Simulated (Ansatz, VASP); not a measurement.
# Two plane-wave programs on Si2B3

```
CELL_PARAMETERS angstrom
3.98320 0.00000 0.00000
0.00000 3.98320 0.00000
0.00000 0.00000 3.98274
ATOMIC_POSITIONS crystal
Si 0.00000 0.00000 0.50000
Si 0.50000 0.50000 0.00000
B 0.00000 0.50000 0.50000
B 0.50000 0.00000 0.50000
B 0.00000 0.00000 0.00000
```

Alike in both runs: functional PBE; k mesh 4 × 4 × 6; occupations gaussian, width 0.2 eV; no spin polarisation.

Ansatz relaxed the structure, and its values are those at the end. VASP's run is a single point on that final structure, the one shown.

|  | VASP | Ansatz |
| --- | --- | --- |
| version | VASP 6.6.1 | Ansatz 0.2.0 |
| potentials or method | VASP PAW PBE potentials, release 64 (Si, B), cutoff 500 eV | scalar-relativistic, plane waves, PAW |
| valence electrons in the cell | 17 | 17 |

VASP gave:

- gap on the k mesh at the Fermi level (eV): none
- pressure (GPa): -0.1

What did Ansatz give for the same quantities?

gap on the k mesh at the Fermi level (eV): none; pressure (GPa): 0.0.

A gap of «none» marks a metal or a gap that the smearing closes.

The k mesh is coarse, so the values compare programs but aren't converged.
